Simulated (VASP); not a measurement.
MoS2, 6 atoms in the cell. The cell holds a sheet with vacuum, 6 atoms: a = 3.128 Å, b = 3.128 Å, c = 27.277 Å, α = 90.00°, β = 90.00°, γ = 120.00°. 

```yaml
Program: VASP 6.6.1
Task: relaxation of the atoms
Functional: PBE
Dispersion: D3(BJ)
Potentials_or_basis: VASP PAW PBE potentials, release 64 (S, Mo_sv)
Cutoff: 520 eV
k_mesh: 12 × 12 × 1
Occupations: gaussian, width 0.02 eV
Spin: no spin polarisation
Dipole_correction: yes
Further_INCAR_settings: ALGO = Normal; EDIFF = 1e-06; IBRION = 2; EDIFFG = -0.004; NSW = 100
```

Potentials or basis: VASP PAW PBE potentials, release 64 (S, Mo_sv).

Command:

```console
$ cat potpaw_PBE.64/S/POTCAR potpaw_PBE.64/Mo_sv/POTCAR > POTCAR
$ mpirun -np 4 vasp_std > vasp.out
```

Hardware: 4 MPI ranks on Oxide Virtual Turin-like Processor, on a shared host.

Q: How long does it take, and how much memory?

A: It took 8.3 min on 4 MPI ranks on Oxide Virtual Turin-like Processor (shared host), peak memory 0.41 GiB a rank. Counts: scf iterations 83, k points 19, ion steps 12.
